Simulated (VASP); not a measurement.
# Al16CN16 (a cell with a defect) in VASP: further runs

Runs on Al16CN16 (a cell with a defect). Level: r2SCANh. Tasks: single point.

Everything below comes from runs of VASP 6.6.1. Logs are shortened: lines on timing, memory, paths and dates and some standing lists are left out, and cuts for length are marked.

## Step 1: The cell of the first run

The cell holds a defect, 33 atoms: a = 6.260 Å, b = 6.260 Å, c = 10.035 Å, α = 90.00°, β = 90.00°, γ = 120.00°.

## Step 2: Single point, r2SCANh, collinear spin

Input file POSCAR:

```
Al16CN16
1.0
    6.2595139128      0.0000000578      0.0000000000
   -3.1297570064      5.4208980350      0.0000000000
    0.0000000000      0.0000000000     10.0348065929
Al N C
16 16 1
Direct
    0.3333333333      0.1666666667      0.2496176900
    0.1666666667      0.3333333333      0.4996176900
    0.3333333333      0.1666666667      0.7496176900
    0.1666666667      0.3333333333      0.9996176900
    0.3333333333      0.6666666667      0.2496176900
    0.1666666667      0.8333333333      0.4996176900
    0.3333333333      0.6666666667      0.7496176900
    0.1666666667      0.8333333333      0.9996176900
    0.8333333333      0.1666666667      0.2496176900
    0.6666666667      0.3333333333      0.4996176900
    0.8333333333      0.1666666667      0.7496176900
    0.6666666667      0.3333333333      0.9996176900
    0.8333333333      0.6666666667      0.2496176900
    0.6666666667      0.8333333333      0.4996176900
    0.8333333333      0.6666666667      0.7496176900
    0.6666666667      0.8333333333      0.9996176900
    0.3333333333      0.1666666667      0.4403823100
    0.1666666667      0.3333333333      0.1903823100
    0.3333333333      0.1666666667      0.9403823100
    0.1666666667      0.3333333333      0.6903823100
    0.3333333333      0.6666666667      0.4403823100
    0.1666666667      0.8333333333      0.1903823100
    0.3333333333      0.6666666667      0.9403823100
    0.1666666667      0.8333333333      0.6903823100
    0.8333333333      0.1666666667      0.4403823100
    0.6666666667      0.3333333333      0.1903823100
    0.8333333333      0.1666666667      0.9403823100
    0.6666666667      0.3333333333      0.6903823100
    0.8333333333      0.6666666667      0.4403823100
    0.6666666667      0.8333333333      0.1903823100
    0.8333333333      0.6666666667      0.9403823100
    0.6666666667      0.8333333333      0.6903823100
    0.0000000000      0.0000000000      0.3450000000
```

Input file INCAR.step1:

```
SYSTEM = Al16CN16
PREC = Accurate
ENCUT = 580
EDIFF = 1E-5
ISMEAR = -1
SIGMA = 0.01
LREAL = Auto
LASPH = .TRUE.
NELM = 200
ALGO = Normal
ISIF = 2
LWAVE = .TRUE.
LCHARG = .FALSE.
ISPIN = 2
MAGMOM = -0.01 0 0 0 0 0 0 0 0 0.02 0 0 0.01 0 0 0 0.01 0.05 0 0 0 0.02 0 0 0.08 0 0 0 0.16 -0.02 0 0 0.53
LORBIT = 11
NUPDOWN = 1.0
GGA = PE
NELECT = 133.0
NBANDS = 92
GGA_COMPAT = .FALSE.
ISYM = -1
```

Input file INCAR.step2:

```
SYSTEM = Al16CN16
PREC = Accurate
ENCUT = 580
EDIFF = 1E-6
ISMEAR = -1
SIGMA = 0.01
LREAL = Auto
LASPH = .TRUE.
NELM = 200
ALGO = Normal
ISIF = 2
LWAVE = .FALSE.
LCHARG = .FALSE.
ISPIN = 2
MAGMOM = -0.01 0 0 0 0 0 0 0 0 0.02 0 0 0.01 0 0 0 0.01 0.05 0 0 0 0.02 0 0 0.08 0 0 0 0.16 -0.02 0 0 0.53
LORBIT = 11
NUPDOWN = 1.0
METAGGA = R2SCAN
LHFCALC = .TRUE.
AEXX = 0.1
LMIXTAU = .TRUE.
PRECFOCK = Fast
ISTART = 1
NELECT = 133.0
NBANDS = 92
GGA_COMPAT = .FALSE.
ISYM = -1
```

Input file KPOINTS:

```
explicit points
1
Reciprocal
  0.25000000   0.25000000   0.25000000 1
```

Potentials or basis: VASP PAW PBE potentials, release 64 (Al, N, C).

Launch:

```
$ cat potpaw_PBE.64/Al/POTCAR potpaw_PBE.64/N/POTCAR potpaw_PBE.64/C/POTCAR > POTCAR
$ cp INCAR.step1 INCAR
$ mpirun -np 1 vasp_std > vasp.out
$ cp INCAR.step2 INCAR
$ mpirun -np 1 vasp_std > vasp.out
```

OUTCAR:

```text
SYSTEM = Al16CN16
   PREC = Accurate
   ENCUT = 580
   EDIFF = 1E-6
   ISMEAR = -1
   LREAL = Auto
   LASPH = .TRUE.
   NELM = 200
   ISIF = 2
   ISPIN = 2
   LORBIT = 11
   NUPDOWN = 1.0
   METAGGA = R2SCAN
   LHFCALC = .TRUE.
   AEXX = 0.1
   PRECFOCK = Fast
   ISTART = 1
   NELECT = 133.0
   ISYM = -1

 ion  position               nearest neighbor table
   1  0.333  0.167  0.250-  18 1.90  26 1.90  22 1.90  17 1.91  33 2.04   4 3.09   2 3.09  12 3.09
                            10 3.09   8 3.09   6 3.09   9 3.13   9 3.13   5 3.13   5 3.13  13 3.13
   2  0.167  0.333  0.500-  17 1.90  25 1.90  21 1.90  20 1.91  33 2.38   3 3.09   1 3.09  11 3.09
                             9 3.09   7 3.09   5 3.09  10 3.13  10 3.13   6 3.13   6 3.13  14 3.13
   3  0.333  0.167  0.750-  20 1.90  28 1.90  24 1.90  19 1.91   2 3.09   4 3.09  10 3.09  12 3.09
                             6 3.09   8 3.09  11 3.13  11 3.13   7 3.13   7 3.13  15 3.13  15 3.13
   4  0.167  0.333  1.000-  19 1.90  27 1.90  23 1.90  18 1.91   1 3.09   3 3.09   9 3.09  11 3.09
                             5 3.09   7 3.09  12 3.13  12 3.13   8 3.13   8 3.13  16 3.13  16 3.13
   5  0.333  0.667  0.250-  22 1.90  30 1.90  18 1.90  21 1.91   6 3.09   8 3.09  14 3.09  16 3.09
                             2 3.09   4 3.09  13 3.13  13 3.13   1 3.13   1 3.13   9 3.13   9 3.13
   6  0.167  0.833  0.500-  21 1.90  29 1.90  17 1.90  24 1.91  33 2.38   7 3.09   5 3.09  15 3.09
                            13 3.09   3 3.09   1 3.09  14 3.13  14 3.13   2 3.13   2 3.13  10 3.13
   7  0.333  0.667  0.750-  24 1.90  32 1.90  20 1.90  23 1.91   6 3.09   8 3.09  14 3.09  16 3.09
                             2 3.09   4 3.09  15 3.13  15 3.13   3 3.13   3 3.13  11 3.13  11 3.13
   8  0.167  0.833  1.000-  23 1.90  31 1.90  19 1.90  22 1.91   5 3.09   7 3.09  13 3.09  15 3.09
                             1 3.09   3 3.09  16 3.13  16 3.13   4 3.13   4 3.13  12 3.13  12 3.13
   9  0.833  0.167  0.250-  26 1.90  18 1.90  30 1.90  25 1.91  33 2.04  12 3.09  10 3.09   4 3.09
[... 16 lines left out ...]
  18  0.167  0.333  0.190-   1 1.90   9 1.90   5 1.90   4 1.91
  19  0.333  0.167  0.940-   4 1.90  12 1.90   8 1.90   3 1.91
  20  0.167  0.333  0.690-   3 1.90  11 1.90   7 1.90   2 1.91
  21  0.333  0.667  0.440-   6 1.90  14 1.90   2 1.90   5 1.91
  22  0.167  0.833  0.190-   5 1.90  13 1.90   1 1.90   8 1.91
[... 8 lines left out ...]
  31  0.833  0.667  0.940-  16 1.90   8 1.90  12 1.90  15 1.91
  32  0.667  0.833  0.690-  15 1.90   7 1.90  11 1.90  14 1.91
  33  0.000  0.000  0.345-   1 2.04  13 2.04   9 2.04  14 2.38   2 2.38   6 2.38

IMPORTANT INFORMATION: All symmetrisations will be switched off!
NOSYMM: (Re-)initialisation of all symmetry stuff for point group C_1.

----------------------------------------------------------------------------------------

                                     Primitive cell

  volume of cell :     340.5029

  direct lattice vectors                    reciprocal lattice vectors
     6.259513913  0.000000058  0.000000000     0.159756813  0.092235641  0.000000000
    -3.129757006  5.420898035  0.000000000    -0.000000002  0.184471279  0.000000000
     0.000000000  0.000000000 10.034806593     0.000000000  0.000000000  0.099653141

  length of vectors
     6.259513913  6.259513913 10.034806593     0.184471279  0.184471279  0.099653141

  position of ions in fractional coordinates (direct lattice)
[... 169 lines left out ...]
      4      -9.9136      1.00000
      5      -9.6361      1.00000
      6      -9.4696      1.00000
[... 70 lines left out ...]
     77      13.6125      0.00000
     78      13.7445      0.00000
 Fermi energy:        10.0425913741

 spin component 2

 k-point     1 :       0.2500    0.2500    0.2500
  band No.  band energies     occupation
      1     -10.5814      1.00000
      2     -10.1255      1.00000
      3      -9.9548      1.00000
      4      -9.9042      1.00000
      5      -9.5528      1.00000
      6      -9.4508      1.00000
[... 70 lines left out ...]
     77      13.6783      0.00000
     78      13.7623      0.00000
 [bands above 78 left out]

------------------------ aborting loop because EDIFF is reached ----------------------------------------

  FORCE on cell =-STRESS in cart. coord.  units (eV):
  Direction    XX          YY          ZZ          XY          YZ          ZX
  --------------------------------------------------------------------------------------
  -------------------------------------------------------------------------------------
  Total       13.1529099      5.5644791     17.8089100     -8.6127349     -0.7281447      1.5117988
  in kB       61.8887299     26.1826888     83.7967288    -40.5257260     -3.4261584      7.1135061
  external PRESSURE =      57.2893825 kB  Pullay stress =       0.0000000 kB

 VOLUME and BASIS-vectors are now :
 -----------------------------------------------------------------------------
  energy-cutoff  :      580.00
  volume of cell :      340.50
      direct lattice vectors                 reciprocal lattice vectors
     6.259513913  0.000000058  0.000000000     0.159756813  0.092235641  0.000000000
    -3.129757006  5.420898035  0.000000000    -0.000000002  0.184471279  0.000000000
     0.000000000  0.000000000 10.034806593     0.000000000  0.000000000  0.099653141

 POSITION                                       TOTAL-FORCE (eV/Angst)
 -----------------------------------------------------------------------------------
      1.56488      0.90348      2.50487        -1.748368     -0.744894      0.458494
     -0.00000      1.80697      5.01357        -0.041044     -0.619348     -0.704601
      1.56488      0.90348      7.52227         0.041425      0.157987      0.005723
     -0.00000      1.80697     10.03097         0.093644      0.214468      1.029451
     -0.00000      3.61393      2.50487        -0.075657      0.005378     -0.788488
     -1.56488      4.51742      5.01357        -0.145445      0.043873     -0.432221
[... 25 lines left out ...]
      1.56488      4.51742      6.92785         0.212863     -0.117949      0.056071
      0.00000      0.00000      3.46201        -0.139344      0.336535     -0.654243
 -----------------------------------------------------------------------------------
    total drift:                               -0.001155     -0.000205     -0.131943

  FREE ENERGIE OF THE ION-ELECTRON SYSTEM (eV)
  ---------------------------------------------------
  free  energy   TOTEN  =      -315.7361616344 eV

  energy  without entropy=     -315.7361616344  energy(sigma->0) =     -315.73616163

 total charge

# of ion       s       p       d       tot
------------------------------------------
    1        0.386   0.461   0.000   0.847
    2        0.391   0.442   0.000   0.834
    3        0.396   0.447   0.000   0.843
    4        0.396   0.447   0.000   0.843
    5        0.394   0.447   0.000   0.842
    6        0.393   0.443   0.000   0.836
[... 25 lines left out ...]
   32        1.235   2.647   0.000   3.882
   33        1.023   1.443   0.000   2.467
--------------------------------------------------
tot         27.210  50.855   0.000  78.065

 magnetization (x)

# of ion       s       p       d       tot
------------------------------------------
    1       -0.001  -0.006   0.000  -0.007
    2       -0.002  -0.003   0.000  -0.005
    3       -0.000  -0.000   0.000  -0.001
    4        0.001   0.004   0.000   0.005
    5        0.000   0.002   0.000   0.002
    6       -0.000  -0.002   0.000  -0.002
[... 25 lines left out ...]
   32        0.000  -0.000   0.000  -0.000
   33        0.046   0.345   0.000   0.391
--------------------------------------------------
tot          0.099   0.567   0.000   0.667
```

OUTCAR.step1:

```text
SYSTEM = Al16CN16
   PREC = Accurate
   ENCUT = 580
   EDIFF = 1E-5
   ISMEAR = -1
   LREAL = Auto
   LASPH = .TRUE.
   NELM = 200
   ISIF = 2
   ISPIN = 2
   LORBIT = 11
   NUPDOWN = 1.0
   GGA = PE
[... 494 lines left out ...]
--------------------------------------------------
tot         26.812  50.042   0.000  76.853

 magnetization (x)

# of ion       s       p       d       tot
------------------------------------------
    1       -0.000  -0.003   0.000  -0.003
    2       -0.001  -0.001   0.000  -0.002
    3       -0.000  -0.000   0.000  -0.001
    4        0.001   0.004   0.000   0.005
    5        0.001   0.002   0.000   0.003
    6        0.000  -0.001   0.000  -0.000
[... 25 lines left out ...]
   32        0.000   0.000   0.000   0.000
   33        0.038   0.318   0.000   0.356
--------------------------------------------------
tot          0.096   0.525   0.000   0.622
```

OSZICAR.step1:

```text
N       E                     dE             d eps       ncg     rms          rms(c)
DAV:   1     0.588845044090E+03    0.58885E+03   -0.65411E+04   368   0.143E+03
DAV:   2    -0.206276599520E+03   -0.79512E+03   -0.76381E+03   464   0.283E+02
[... 12 lines left out ...]
DAV:  15    -0.229505249632E+03   -0.13163E-02   -0.20328E-02   448   0.182E-01    0.115E-01
DAV:  16    -0.229506159803E+03   -0.91017E-03   -0.24182E-02   448   0.201E-01    0.717E-02
DAV:  17    -0.229506557971E+03   -0.39817E-03   -0.23984E-02   448   0.205E-01    0.299E-02
DAV:  18    -0.229506651735E+03   -0.93764E-04   -0.68058E-04   416   0.694E-02    0.241E-02
DAV:  19    -0.229506660399E+03   -0.86640E-05   -0.12568E-04   368   0.178E-02    0.156E-02
DAV:  20    -0.229506663894E+03   -0.34946E-05   -0.40418E-05   248   0.114E-02
   1 F= -.22950666E+03 E0= -.22950666E+03  d E =-.106372E-10  mag=     1.0000
```

Run time: 37 min. Hardware: 1 thread of Intel Xeon Platinum 8488C (Sapphire Rapids), shared host; peak memory 0.73 GiB.

Results:

```yaml
Free_energy: -315.7362 eV
Largest_force: 4.632 eV/Å
Net_moment: 1.00 μB per cell
Site_moments: Al -0.01, -0.00, +0.01, +0.00, +0.04 (each value once); N +0.01, +0.04, +0.00, -0.00, +0.07, +0.14, -0.02 (each value once); C +0.39 μB
Valence_electrons_inside_the_program's_atomic_spheres: Al 0.85, 0.83, 0.84, 0.88 (each value once); N 3.88; C 2.47
```

Forces on the atoms (eV/Å):
```
Al  -1.748 -0.745  0.458
Al  -0.041 -0.619 -0.705
Al   0.041  0.158  0.006
Al   0.094  0.214  1.029
Al  -0.076  0.005 -0.788
Al  -0.145  0.044 -0.432
Al  -0.121  0.079  0.254
Al   0.365 -0.227  0.957
Al   1.137 -0.660  0.341
Al   0.206 -0.047  0.138
Al  -0.286  0.171 -0.003
Al   0.139 -0.066  0.491
Al  -0.235  1.689  0.423
Al   0.693  0.377 -0.876
Al  -0.119 -0.109  0.009
Al  -0.113 -0.192  0.976
N    3.070  1.617  2.484
N    0.041  2.287 -2.439
N   -0.195  0.098 -0.457
N    0.203 -0.139  0.081
N   -0.148  0.097  0.253
N    2.153 -1.289 -2.205
N   -0.177  0.125 -1.125
N    0.141 -0.066  0.078
N   -3.283  1.978  2.127
N    0.199 -0.113 -0.483
N   -0.180  0.087 -0.486
N    0.140 -0.099  0.749
N    0.168 -3.836  2.591
N   -1.813 -1.149 -2.373
N   -0.182  0.114 -0.475
N    0.213 -0.118  0.056
C   -0.139  0.337 -0.654
```

Caveat: the cell carries a net charge on a neutralising background, which shifts energy and pressure; the cell is charged against a uniform background, so pressure and absolute levels hang on convention; the PAW data sets were made with another functional, which shifts forces and pressure a little; the total moment is fixed, so each spin has its own Fermi level and the state may be an excited one.

[end of part 1 of 2]
